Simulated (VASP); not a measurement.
# Sc (Fm-3m) in VASP: further runs

The runs below take Sc through single point, relaxation of cell and atoms, with PBE.

All numbers are computed with VASP 6.6.1; they aren't measurements. Logs are shortened: lines on timing, memory, paths and dates and some standing lists are left out, and cuts for length are marked.

**1. The cell of the first run**

Symmetry: Fm-3m, No. 225, cubic system. The conventional cell has a = 3.938 Å, b = 3.938 Å, c = 3.938 Å, α = 90.00°, β = 90.00°, γ = 90.00°. Sc (site symmetry m-3m) has 12 Sc at 2.78 Å within 3.7 Å.

**2. Single point, PBE**

Contents of INCAR:

```
SYSTEM = Sc
  ALGO = Normal
  EDIFF = 1E-6
  ENCUT = 500
  GGA = PE
  GGA_COMPAT = .False.
  ISIF = 2
  ISMEAR = -1
  LASPH = .True.
  LCHARG = .True.
  LELF = .True.
  LREAL = .False.
  LVHAR = .True.
  LWAVE = .False.
  NBANDS = 12
  NELM = 120
  PREC = Accurate
  SIGMA = 0.05
```

Contents of KPOINTS:

```
k-points
0
Gamma
  17 17 17
  0 0 0
```

Contents of POSCAR:

```
Sc
1.0
    0.0000000000      1.9691417857      1.9691417857
    1.9691417857      0.0000000000      1.9691417857
    1.9691417857      1.9691417857      0.0000000000
Sc
1
Direct
    0.0000000000      0.0000000000      0.0000000000
```

Potentials or basis: VASP PAW PBE potentials, release 64 (Sc_sv).

On the command line:

```sh
> cat potpaw_PBE.64/Sc_sv/POTCAR > POTCAR
> mpirun -np 1 vasp_std > vasp.out
```

OUTCAR:

```text
SYSTEM = Sc
   EDIFF = 1E-6
   ENCUT = 500
   GGA = PE
   ISIF = 2
   ISMEAR = -1
   LASPH = .True.
   LREAL = .False.
   NELM = 120
   PREC = Accurate

 ion  position               nearest neighbor table
   1  0.000  0.000  0.000-

  LATTYP: Found a face centered cubic cell.
 ALAT       =     3.9382835714

  Lattice vectors:

 A1 = (   0.0000000000,   1.9691417857,   1.9691417857)
 A2 = (   1.9691417857,   0.0000000000,   1.9691417857)
 A3 = (   1.9691417857,   1.9691417857,   0.0000000000)

Analysis of symmetry for initial positions (statically):
=====================================================================
 Subroutine PRICEL returns:
 Original cell was already a primitive cell.

 Routine SETGRP: Setting up the symmetry group for a
 face centered cubic supercell.

 Subroutine GETGRP returns: Found 48 space group operations
 (whereof 48 operations were pure point group operations)
 out of a pool of 48 trial point group operations.

The static configuration has the point symmetry O_h .

Analysis of symmetry for dynamics (positions and initial velocities):
=====================================================================
 Subroutine PRICEL returns:
 Original cell was already a primitive cell.

 Routine SETGRP: Setting up the symmetry group for a
 face centered cubic supercell.

 Subroutine GETGRP returns: Found 48 space group operations
 (whereof 48 operations were pure point group operations)
 out of a pool of 48 trial point group operations.

The dynamic configuration has the point symmetry O_h .

 Subroutine INISYM returns: Found 48 space group operations
 (whereof 48 operations are pure point group operations),
 and found     1 'primitive' translations

----------------------------------------------------------------------------------------

                                     Primitive cell

  volume of cell :      15.2708

  direct lattice vectors                    reciprocal lattice vectors
     0.000000000  1.969141786  1.969141786    -0.253917724  0.253917724  0.253917724
     1.969141786  0.000000000  1.969141786     0.253917724 -0.253917724  0.253917724
     1.969141786  1.969141786  0.000000000     0.253917724  0.253917724 -0.253917724

  length of vectors
     2.784787020  2.784787020  2.784787020     0.439798399  0.439798399  0.439798399

  position of ions in fractional coordinates (direct lattice)
     0.000000000  0.000000000  0.000000000

  ion indices of the primitive-cell ions
   primitive index   ion index
                 1           1

----------------------------------------------------------------------------------------

 KPOINTS: k-points

Automatic generation of k-mesh.
 Grid dimensions read from file:
 generate k-points for:   17   17   17

 Generating k-lattice:

  Cartesian coordinates                     Fractional coordinates (reciprocal lattice)
    -0.014936337  0.014936337  0.014936337     0.058823529  0.000000000  0.000000000
     0.014936337 -0.014936337  0.014936337     0.000000000  0.058823529  0.000000000
     0.014936337  0.014936337 -0.014936337     0.000000000  0.000000000  0.058823529

  Length of vectors
     0.025870494  0.025870494  0.025870494

  Shift w.r.t. Gamma in fractional coordinates (k-lattice)
     0.000000000  0.000000000  0.000000000

 Subroutine IBZKPT returns following result:
 ===========================================

 Found    165 irreducible k-points:

 Following reciprocal coordinates:
            Coordinates               Weight
  0.000000  0.000000  0.000000      1.000000
  0.058824  0.000000  0.000000      8.000000
  0.117647  0.000000  0.000000      8.000000
  0.176471  0.000000  0.000000      8.000000
  0.235294  0.000000  0.000000      8.000000
  0.294118  0.000000  0.000000      8.000000
[... 16 lines left out ...]
 -0.176471  0.058824  0.000000     24.000000
 -0.117647  0.058824  0.000000     24.000000
 [... further k-points ...]
   k-points           NKPTS =    165   k-points in BZ     NKDIM =    165   number of bands    NBANDS=     12
   number of dos      NEDOS =    301   number of ions     NIONS =      1
   total plane-waves  NPLWV =   8000
   dimension x,y,z NGX =    20 NGY =   20 NGZ =   20
   dimension x,y,z NGXF=    40 NGYF=   40 NGZF=   40
   ions per type =               1
   NGX,Y,Z   is equivalent  to a cutoff of  11.94, 11.94, 11.94 a.u.
   NGXF,Y,Z  is equivalent  to a cutoff of  23.88, 23.88, 23.88 a.u.
 SYSTEM =  Sc
   PREC   = accura    normal or accurate (medium, high low for compatibility)
   ISTART =      0    job   : 0-new  1-cont  2-samecut
   ICHARG =      2    charge: 1-file 2-atom 10-const
   ISPIN  =      1    spin polarized calculation?
   LNONCOLLINEAR =      F non collinear calculations
   LSORBIT =      F    spin-orbit coupling
   LASPH  =      T    aspherical Exc in radial PAW
   ENCUT  =  500.0 eV  36.75 Ry    6.06 a.u.   5.08  5.08  5.08*2*pi/ulx,y,z
   NELM   =    120;   NELMIN=  2; NELMDL= -5     # of ELM steps
   EDIFF  = 0.1E-05   stopping-criterion for ELM
   LREAL  =      F    real-space projection
   EDIFFG = 0.1E-04   stopping-criterion for IOM
   NSW    =      0    number of steps for IOM
   IBRION =     -1    ionic relax: 0-MD 1-quasi-New 2-CG
   NFREE  =      0    steps in history (QN), initial steepest desc. (CG)
   ISIF   =      2    stress and relaxation
   ISYM   =      2    0-nonsym 1-usesym 2-fastsym
   POTIM  = 0.5000    time-step for ionic-motion
   TEBEG  =    0.0;   TEEND  =   0.0 temperature during run
   PSTRESS=    0.0 pullay stress
   NELECT =      11.0000    total number of electrons
   NUPDOWN=      -1.0000    fix difference up-down
   EMIN   =  10.00;   EMAX   =-10.00  energy-range for DOS
   EFERMI =   0.00;   METHOD = LEGACY
   ISMEAR =    -1;   SIGMA  =   0.05  broadening in eV -4-tet -1-fermi 0-gaus
   EFERMI_NEDOS =   21; number of points for ismear=-14 and -15
   IALGO  =     38    algorithm
   IMIX   =      4    mixing-type and parameters
     AMIX     =   0.40;   BMIX     =  1.00
     AMIX_MAG =   1.60;   BMIX_MAG =  1.00
  volume/ion in A,a.u.               =      15.27       103.05
  Fermi-wavevector in a.u.,A,eV,Ry     =   1.467525  2.773219 29.301896  2.153629
  Thomas-Fermi vector in A             =   2.583132
   LORBIT       =      0    0 simple, 1 ext, 2 COOP (PROOUT), +10 PAW based schemes
[... 43 lines left out ...]

 k-point     2 :       0.0588    0.0000    0.0000
  band No.  band energies     occupation
      1     -41.4211      2.00000
      2     -19.2007      2.00000
      3     -19.1430      2.00000
      4     -19.1430      2.00000
      5       1.6650      2.00000
      6       9.0668      0.00000
      7       9.2427      0.00000
      8       9.2427      0.00000
      9      11.6450      0.00000
     10      11.6450      0.00000
     11      22.7458      0.00000
     12      27.0827      0.00000

 k-point     3 :       0.1176    0.0000    0.0000
  band No.  band energies     occupation
      1     -41.3833      2.00000
      2     -19.3843      2.00000
      3     -19.1634      2.00000
      4     -19.1634      2.00000
      5       2.0742      2.00000
      6       8.7640      0.00000
      7       9.3936      0.00000
      8       9.3936      0.00000
      9      11.5322      0.00000
     10      11.5322      0.00000
     11      23.3363      0.00000
     12      25.4623      0.00000

 k-point     4 :       0.1765    0.0000    0.0000
  band No.  band energies     occupation
      1     -41.3257      2.00000
      2     -19.6557      2.00000
      3     -19.1943      2.00000
      4     -19.1943      2.00000
      5       2.6902      2.00000
      6       8.3884      0.00000
      7       9.5415      0.00000
      8       9.5415      0.00000
      9      11.4821      0.00000
     10      11.4821      0.00000
     11      23.8774      0.00000
     12      24.0517      0.00000

 k-point     5 :       0.2353    0.0000    0.0000
  band No.  band energies     occupation
      1     -41.2553      2.00000
      2     -19.9730      2.00000
      3     -19.2311      2.00000
      4     -19.2311      2.00000
      5       3.4066      2.00000
      6       8.0828      0.00000
      7       9.5521      0.00000
      8       9.5522      0.00000
      9      11.6540      0.00000
     10      11.6540      0.00000
     11      22.5455      0.00000
     12      24.3376      0.00000

 k-point     6 :       0.2941    0.0000    0.0000
  band No.  band energies     occupation
      1     -41.1815      2.00000
      2     -20.2915      2.00000
      3     -19.2688      2.00000
      4     -19.2688      2.00000
      5       4.0598      2.00000
      6       8.0040      0.00000
      7       9.4070      0.00000
      8       9.4070      0.00000
      9      12.0673      0.00000
     10      12.0673      0.00000
     11      21.3879      0.00000
     12      23.9607      0.00000

 k-point     7 :       0.3529    0.0000    0.0000
  band No.  band energies     occupation
      1     -41.1142      2.00000
      2     -20.5700      2.00000
      3     -19.3024      2.00000
      4     -19.3024      2.00000
      5       4.4806      2.00000
      6       8.2583      0.00000
      7       9.2076      0.00000
      8       9.2076      0.00000
      9      12.5857      0.00000
     10      12.5857      0.00000
     11      20.4267      0.00000
     12      23.1285      0.00000

 k-point     8 :       0.4118    0.0000    0.0000
  band No.  band energies     occupation
      1     -41.0630      2.00000
      2     -20.7752      2.00000
      3     -19.3275      2.00000
      4     -19.3275      2.00000
      5       4.6509      2.00000
      6       8.7324      0.00000
      7       9.0391      0.00000
      8       9.0391      0.00000
      9      13.0521      0.00000
     10      13.0521      0.00000
     11      19.6731      0.00000
     12      22.3205      0.00000
[... 166 lines left out ...]
 k-point    20 :      -0.3529    0.0588    0.0000
  band No.  band energies     occupation
      1     -41.0883      2.00000
      2     -20.6342      2.00000
      3     -19.3746      2.00000
      4     -19.3012      2.00000
      5       4.6783      2.00000
      6       8.2616      0.00000
      7       9.0499      0.00000
      8       9.2163      0.00000
      9      12.4617      0.00000
     10      13.1895      0.00000
     11      20.2162      0.00000
     12      22.9630      0.00000

 k-point    21 :      -0.2941    0.0588    0.0000
  band No.  band energies     occupation
      1     -41.1503      2.00000
      2     -20.3841      2.00000
      3     -19.3469      2.00000
      4     -19.2638      2.00000
      5       4.3446      2.00000
      6       7.9570      0.00000
      7       9.2316      0.00000
      8       9.4182      0.00000
      9      11.8735      0.00000
     10      12.7023      0.00000
     11      21.1577      0.00000
     12      23.7991      0.00000

 k-point    22 :      -0.2353    0.0588    0.0000
  band No.  band energies     occupation
      1     -41.2220      2.00000
      2     -20.0843      2.00000
      3     -19.3089      2.00000
      4     -19.2243      2.00000
      5       3.7496      2.00000
      6       7.9421      0.00000
      7       9.4352      0.00000
      8       9.6136      0.00000
      9      11.3691      0.00000
     10      12.2139      0.00000
     11      22.2494      0.00000
     12      24.3830      0.00000

 k-point    23 :      -0.1765    0.0588    0.0000
  band No.  band energies     occupation
      1     -41.2935      2.00000
      2     -19.7730      2.00000
      3     -19.2652      2.00000
      4     -19.1880      2.00000
      5       3.0347      2.00000
      6       8.1851      0.00000
      7       9.5436      0.00000
      8       9.6619      0.00000
      9      11.1323      0.00000
     10      11.8647      0.00000
     11      23.4933      0.00000
     12      24.3179      0.00000

 k-point    24 :      -0.1176    0.0588    0.0000
  band No.  band energies     occupation
      1     -41.3554      2.00000
      2     -19.4939      2.00000
      3     -19.2207      2.00000
      4     -19.1599      2.00000
      5       2.3767      2.00000
      6       8.5413      0.00000
      7       9.4957      0.00000
      8       9.5106      0.00000
      9      11.2225      0.00000
     10      11.7198      0.00000
     11      23.7322      0.00000
     12      24.8681      0.00000

 [... further k-points ...]
[... 5 lines left out ...]
  --------------------------------------------------------------------------------------
  -------------------------------------------------------------------------------------
  Total        4.8961873      4.8961873      4.8961873      0.0000000      0.0000000     -0.0000000
  in kB      513.6977326    513.6977326    513.6977326      0.0000000      0.0000000     -0.0000000
  external PRESSURE =     513.6977326 kB  Pullay stress =       0.0000000 kB

 VOLUME and BASIS-vectors are now :
 -----------------------------------------------------------------------------
  energy-cutoff  :      500.00
  volume of cell :       15.27
      direct lattice vectors                 reciprocal lattice vectors
     0.000000000  1.969141786  1.969141786    -0.253917724  0.253917724  0.253917724
     1.969141786  0.000000000  1.969141786     0.253917724 -0.253917724  0.253917724
     1.969141786  1.969141786  0.000000000     0.253917724  0.253917724 -0.253917724

 POSITION                                       TOTAL-FORCE (eV/Angst)
 -----------------------------------------------------------------------------------
      0.00000      0.00000      0.00000         0.000000     -0.000000     -0.000000
 -----------------------------------------------------------------------------------
    total drift:                                0.000000      0.000000      0.000000

  FREE ENERGIE OF THE ION-ELECTRON SYSTEM (eV)
  ---------------------------------------------------
  free  energy   TOTEN  =        -5.1181886165 eV

  energy  without entropy=       -5.1108120824  energy(sigma->0) =       -5.11450035
```

Run time: 15 s. Hardware: 1 thread of Intel Xeon Platinum 8488C (Sapphire Rapids), shared host; peak memory 0.14 GiB.

Results:

- Free energy: -5.1182 eV
- Pressure: 51.4 GPa

**3. Single point, PBE**

Contents of INCAR:

```
  PREC = Accurate
  ENCUT = 500
  EDIFF = 1E-6
  ISMEAR = -1
  SIGMA = 0.05
  LREAL = False
  LASPH = True
  NELM = 120
  ALGO = Normal
  ISIF = 2
  LWAVE = False
  LCHARG = True
  GGA = PE
  LELF = True
  LVHAR = True
  NBANDS = 12
  GGA_COMPAT = False
```

Contents of KPOINTS:

```
Automatic mesh
0
Gamma
  17 17 17
```

Contents of POSCAR:

```
Sc
1.0
    0.0000000000      1.9690074033      1.9690074033
    1.9690074033      0.0000000000      1.9690074033
    1.9690074033      1.9690074033      0.0000000000
Sc
1
Direct
    0.0000000000      0.0000000000      0.0000000000
```

Potentials or basis: VASP PAW PBE potentials, release 64 (Sc_sv).

On the command line:

```sh
> cat potpaw_PBE.64/Sc_sv/POTCAR > POTCAR
> mpirun -np 1 vasp_std > vasp.out
```

Run time: 16 s. Hardware: 1 thread of Intel Xeon Platinum 8488C (Sapphire Rapids), shared host; peak memory 0.14 GiB.

It converged, with:

| Item | Value |
| --- | --- |
| Free energy | -5.1172 eV |
| Pressure | 51.4 GPa |

Levels at points of the mesh, in eV from the Fermi level:
```csv
k point,band 1,band 2,band 3,band 4,band 5,band 6,band 7,band 8,band 9,band 10
"(0.00, 0.00, 0.00)",-48.45,-26.15,-26.15,-26.15,-5.49,2.17,2.17,2.17,4.68,4.68
```

**4. Relaxation of cell and atoms, PBE, target pressure 51 GPa, at which the enthalpy is minimised**

Contents of INCAR:

```
  ALGO = Normal
  EDIFF = 1E-7
  EDIFFG = -0.005
  ENCUT = 500
  GGA = PE
  GGA_COMPAT = False
  IBRION = 2
  ISIF = 3
  ISMEAR = -1
  LASPH = True
  LCHARG = False
  LREAL = False
  LWAVE = False
  NELM = 120
  NELMIN = 4
  NSW = 60
  PREC = Accurate
  PSTRESS = 510.0
  SIGMA = 0.05
```

Contents of KPOINTS:

```
k-points
0
Gamma
  17 17 17
```

Contents of POSCAR:

```
Sc
1.0
    0.0000000000      1.9679530456      1.9679530456
    1.9679530456      0.0000000000      1.9679530456
    1.9679530456      1.9679530456      0.0000000000
Sc
1
Direct
    0.0000000000      0.0000000000      0.0000000000
```

On the command line:

```sh
> cat potpaw_PBE.64/Sc_sv/POTCAR > POTCAR
> mpirun -np 1 vasp_std > vasp.out
```

It took 26 s on 1 thread of Intel Xeon Platinum 8488C (Sapphire Rapids), shared host; peak memory 0.14 GiB.

It converged, with:

```yaml
Free_energy: -5.1282 eV
Relaxed_volume: 15.30 Å³/atom
Relaxed_cell: a = 2.787 Å, b = 2.787 Å, c = 2.787 Å, α = 60.00°, β = 60.00°, γ = 60.00°
Space_group_after_relaxing_to_0.05_Å: Fm-3m (No. 225)
Energy_change_on_relaxing_the_enthalpy_is_what_falls: -18.9 meV/atom
Ionic_steps: 3
Pressure_after_relaxing: 51.0 GPa
```

The path:
```
step  energy change (eV)  largest force (eV/Å)  pressure (GPa)  volume (Å³)
   1              0.0000                0.0000           51.70        15.24
   2             -0.0468                0.0000           49.95        15.39
   3             -0.0189                0.0000           51.00        15.30
```

Final structure:
```
CELL_PARAMETERS angstrom
0.00000 1.97049 1.97049
1.97049 0.00000 1.97049
1.97049 1.97049 0.00000
ATOMIC_POSITIONS crystal
Sc 0.00000 0.00000 0.00000
```

Levels at points of the mesh, in eV from the Fermi level:
```csv
k point,band 3,band 4,band 5,band 6,band 7,band 8
"(0.00, 0.00, 0.00)",-26.16,-26.16,-5.50,2.16,2.16,2.16
```

Caveat: the cell is relaxed towards a set pressure, so the enthalpy falls and the energy may rise.

**5. Relaxation of cell and atoms, PBE, target pressure 51 GPa, at which the enthalpy is minimised**

Contents of INCAR:

```
SYSTEM = Sc
PREC = Accurate ; ENCUT = 500
EDIFF = 1E-7 ; ISMEAR = -1
SIGMA = 0.05 ; LREAL = .False.
LASPH = .True. ; NELM = 120
ALGO = Normal ; ISIF = 3
LWAVE = .False. ; LCHARG = .False.
GGA = PE ; IBRION = 2
NSW = 32 ; EDIFFG = -0.005
PSTRESS = 510.0 ; GGA_COMPAT = .False.
NELMIN = 4
```

Contents of KPOINTS:

```
regular mesh
0
Gamma
  17 17 17
  0 0 0
```

Contents of POSCAR:

```
Sc
1.0
    0.0000000000      1.9691417857      1.9691417857
    1.9691417857      0.0000000000      1.9691417857
    1.9691417857      1.9691417857      0.0000000000
Sc
1
Direct
    0.0000000000      0.0000000000      0.0000000000
```

On the command line:

```sh
> cat potpaw_PBE.64/Sc_sv/POTCAR > POTCAR
> mpirun -np 1 vasp_std > vasp.out
```

Wall time 25 s (1 thread of Intel Xeon Platinum 8488C (Sapphire Rapids), shared host); peak memory 0.14 GiB.

It converged, with:

| Quantity | Value |
| --- | --- |
| Free energy | -5.1282 eV |
| Relaxed volume | 15.30 Å³/atom |
| Relaxed cell | a = 2.787 Å, b = 2.787 Å, c = 2.787 Å, α = 60.00°, β = 60.00°, γ = 60.00° |
| Space group after relaxing (to 0.05 Å) | Fm-3m (No. 225) |
| Energy change on relaxing (the enthalpy is what falls) | -10.0 meV/atom |
| Ionic steps | 3 |
| Pressure after relaxing | 51.0 GPa |

Step by step:
| step | energy change (eV) | largest force (eV/Å) | pressure (GPa) | volume (Å³) |
| --- | --- | --- | --- | --- |
| 1 | 0.0000 | 0.0000 | 51.37 | 15.27 |
| 2 | -0.0247 | 0.0000 | 50.45 | 15.35 |
| 3 | -0.0100 | 0.0000 | 50.99 | 15.30 |

Final structure:
```cif
data_structure
_symmetry_space_group_name_H-M 'P 1'
_symmetry_Int_Tables_number 1
_cell_length_a 2.7867
_cell_length_b 2.7867
_cell_length_c 2.7867
_cell_angle_alpha 60.000
_cell_angle_beta 60.000
_cell_angle_gamma 60.000
_cell_volume 15.30
loop_
_atom_site_label
_atom_site_type_symbol
_atom_site_fract_x
_atom_site_fract_y
_atom_site_fract_z
_atom_site_occupancy
Sc1 Sc 0.00000 0.00000 0.00000 1
```

Levels at points of the mesh, in eV from the Fermi level:
```csv
k point,band 3,band 4,band 5,band 6,band 7,band 8
"(0.00, 0.00, 0.00)",-26.16,-26.16,-5.50,2.16,2.16,2.16
```

Caveat: the cell is relaxed towards a set pressure, so the enthalpy falls and the energy may rise.

**6. Summary**

| task | cell | gap on the mesh (eV) | pressure (GPa) |
| --- | --- | --- | --- |
| single point | a = 2.785 Å, angles 60.0°, 1 atom | none | 51.4 |
| relaxation of cell and atoms | relaxed to 51 GPa from a = 2.783 Å, angles 60.0°, 1 atom | none | 51.0 |
| relaxation of cell and atoms | relaxed to 51 GPa from a = 2.785 Å, angles 60.0°, 1 atom | none | 51.0 |

Alike in all rows: level PBE; potentials or basis VASP PAW PBE potentials, release 64 (Sc_sv); no spin polarisation; k mesh 17 × 17 × 17; cutoff (eV) 500; smearing fermi-dirac 0.05 eV.

Caveats: the cell is relaxed towards a set pressure, so the enthalpy falls and the energy may rise (some runs).

Absolute energies hang on the potentials; compare differences alone.
